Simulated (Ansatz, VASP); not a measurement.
Two plane-wave programs on LiCaF3

```xyz
5
Lattice="3.7612 0.0000 0.0000 0.0000 3.7612 0.0000 0.0000 0.0000 3.9305" Properties=species:S:1:pos:R:3 pbc="T T T"
Li    1.8806    1.8806    1.9652
Ca    0.0000    0.0000    0.0000
F     0.0000    1.8806    1.9652
F     1.8806    1.8806    0.0000
F     1.8806    0.0000    1.9652
```

Change from the starting cell: strain +0.0450 x Voigt [0, 0, 1, 0, 0, 0], atoms carried along.

Alike in both runs: task single point; functional LDA; k mesh 6 × 6 × 6; occupations gaussian, width 0.05 eV; no spin polarisation.

|  | VASP | Ansatz |
| --- | --- | --- |
| version | VASP 6.6.1 | Ansatz 0.2.0 |
| potentials or method | VASP PAW LDA potentials, release 64 (Li_sv, Ca_sv, F), cutoff 520 eV | scalar-relativistic, plane waves, PAW |
| valence electrons in the cell | 34 | 34 |

```csv
,VASP,Ansatz,Ansatz less VASP
gap on the k mesh at the Fermi level (eV),5.87,5.89,+0.017
least direct gap on the mesh (eV),6.15,6.17,+0.014
```

LDA's correlation is that of Perdew and Zunger in VASP and of Perdew and Wang (1992) in Ansatz.

Noted on VASP's run: the cutoff is short for stress, so the pressure is rough.
